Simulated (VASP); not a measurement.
MnO, 4 atoms in the cell. Symmetry: R-3m, No. 166, trigonal system. The conventional cell has a = 3.169 Å, b = 3.169 Å, c = 7.560 Å, α = 90.00°, β = 90.00°, γ = 120.00°. Mn (site symmetry -3m) has 6 O at 2.22 Å within 2.9 Å. Within 2.9 Å of O (site symmetry -3m) lie 6 Mn at 2.22 Å. 

```yaml
Program: VASP 6.6.1
Task: single point
Functional: r2SCAN
Potentials_or_basis: VASP PAW PBE potentials, release 64 (Mn_pv, O)
Cutoff: 520 eV
k_mesh: 8 × 8 × 8
Occupations: gaussian, width 0.05 eV
Spin: collinear spin, antiferromagnetic start
Starting_moments: "[4.59, -4.59, 0.0, 0.0] μB"
Dipole_correction: no
Further_INCAR_settings: ALGO = Normal; EDIFF = 1e-06; NBANDS = 31
```

Potentials or basis: VASP PAW PBE potentials, release 64 (Mn_pv, O).

Launch:

```console
$ cat potpaw_PBE.64/Mn_pv/POTCAR potpaw_PBE.64/O/POTCAR > POTCAR
$ cp INCAR.step1 INCAR
$ mpirun -np 1 vasp_std > vasp.out
$ cp INCAR.step2 INCAR
$ mpirun -np 1 vasp_std > vasp.out
```

Hardware: 1 thread of Oxide Virtual Turin-like Processor, on a shared host.

Question: How long does it take, and how much memory?

Answer: Run time: 18 min on 1 thread of Oxide Virtual Turin-like Processor, with other jobs on the host, peak memory 0.34 GiB. Counts: k points 65.
